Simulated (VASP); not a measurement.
Wanted: the native input for a VASP 6.6.1 run.

| Item | Value |
| --- | --- |
| Task | single point |
| Functional | PBEsol |
| Potentials or basis | VASP PAW PBE potentials, release 64 (Ta_pv, C) |
| Cutoff | 520 eV |
| k mesh | 18 × 18 × 10 |
| Occupations | gaussian, width 0.15 eV |
| Spin | no spin polarisation |
| Dipole correction | no |
| Further INCAR settings | ALGO = Normal; EDIFF = 1e-07; NBANDS = 20 |

The structure of Ta2C lies in POSCAR:

```
Ta2C
1.0
    3.0953007044      0.0000000000      0.0000000000
   -1.5476503522      2.6806090424      0.0000000000
    0.0000000000      0.0000000000      5.1671342936
Ta C
2 1
Direct
    0.3333333333      0.6666666667      0.2528761934
    0.6666666667      0.3333333333      0.7471238066
    0.0000000000      0.0000000000      0.0000000000
```

This cell differs from its parent crystal: strain +0.000 along x and y, +0.050 along z.

One way to write it, as run:

INCAR

```
ALGO = Normal ; EDIFF = 1E-7
ENCUT = 520 ; GGA = PS
ISIF = 2 ; ISMEAR = 0
LASPH = True ; LCHARG = False
LREAL = False ; LWAVE = False
NBANDS = 20 ; NELM = 60
PREC = Accurate ; SIGMA = 0.15
```

KPOINTS

```
k-points
0
Gamma
  18 18 10
```

Potentials or basis: VASP PAW PBE potentials, release 64 (Ta_pv, C).

The run is started by

```bash
$ cat potpaw_PBE.64/Ta_pv/POTCAR potpaw_PBE.64/C/POTCAR > POTCAR
$ mpirun -np 1 vasp_std > vasp.out
```

Results of the run:

```json
{
  "Pressure": "-12.4 GPa",
  "Largest force": "0.527 eV/Å",
  "Band gap on the k mesh": "zero (bands 13 and 14 overlap by 0.56 eV)"
}
```

Caveat: the cell differs from its parent crystal (strain +0.000 along x and y, +0.050 along z); the stress differs along the axes, from -24 to -7 GPa; the PAW data sets were made with another functional, which shifts forces and pressure a little; spin-orbit coupling is left out, which moves the levels of the heavy elements.

It took 5 min on 1 thread of Intel Xeon 8259CL, with other jobs on the host, peak memory 0.36 GiB.
